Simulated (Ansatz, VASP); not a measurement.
## SiO2 in VASP and in Ansatz

```xyz
6
Lattice="-1.7634 1.7634 4.2600 1.7634 -1.7634 4.2600 1.7634 1.7634 -4.2600" Properties=species:S:1:pos:R:3 pbc="T T T"
Si    0.0000    1.7634    2.1300
Si    0.0000    0.0000    0.0000
O     0.0000    1.7634    0.3593
O     0.0000    0.0000    6.7493
O     0.0000    0.0000    1.7707
O     0.0000    1.7634    3.9007
```

Alike in both runs: task single point; functional PBE; k mesh 8 × 8 × 8; no spin polarisation.

|  | VASP | Ansatz |
| --- | --- | --- |
| version | VASP 6.6.1 | Ansatz 0.2.0 |
| potentials or method | VASP PAW PBE potentials, release 64 (Si, O) | plane waves, PAW |
| plane-wave cutoff (eV) | 520 | 420 |
| occupations | gaussian, width 0.01 eV | fixed |
| valence electrons in the cell | 32 | 32 |

|  | VASP | Ansatz | Ansatz less VASP |
| --- | --- | --- | --- |
| gap on the k mesh at the Fermi level (eV) | 5.81 | 5.82 | +0.014 |
| pressure (GPa) | 0.1 | 0.0 | -0.11 |
| traceless stress, the component that is largest in VASP (GPa) | 0.37 | -0.04 | -0.405 |
